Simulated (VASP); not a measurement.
Here is a VASP 6.6.1 calculation.

The input INCAR:

```
SYSTEM = SnGe7
PREC = Accurate
ENCUT = 520
EDIFF = 1E-6
ISMEAR = 0
SIGMA = 0.1
LREAL = .False.
LASPH = .True.
NELM = 60
ALGO = Normal
ISIF = 2
LWAVE = .False.
LCHARG = .True.
GGA = PE
LELF = .True.
LVHAR = .True.
NBANDS = 66
```

KPOINTS

```
Automatic mesh
0
Gamma
  8 8 4
  0 0 0
```

Contents of POSCAR:

```
SnGe7
1.0
    4.1123744464      0.0000000000      0.0000000000
    0.0000000000      4.1123744464      0.0000000000
    0.0000000000      0.0000000000     11.6577511638
Sn Ge
1 7
Direct
    0.0000000000      0.0000000000      0.0000000000
    0.5000000000      0.5000000000      0.7413633838
    0.0000000000      0.5000000000      0.6205996639
    0.5000000000      0.5000000000      0.2586366162
    0.5000000000      0.0000000000      0.3794003361
    0.5000000000      0.0000000000      0.8613194802
    0.0000000000      0.5000000000      0.1386805198
    0.0000000000      0.0000000000      0.5000000000
```

Potentials or basis: VASP PAW PBE potentials, release 64 (Sn_d, Ge_d).

Command:

```sh
$ cat potpaw_PBE.64/Sn_d/POTCAR potpaw_PBE.64/Ge_d/POTCAR > POTCAR
$ mpirun -np 1 vasp_std > vasp.out
```

Predict the pressure.

1.7 GPa.

Estimate the band gap on the k mesh.

zero (bands 56 and 57 overlap by 0.22 eV).

Caveat: semilocal functionals underestimate gaps, and a narrow one can read as zero; spin-orbit coupling is left out, which moves the levels of the heavy elements.
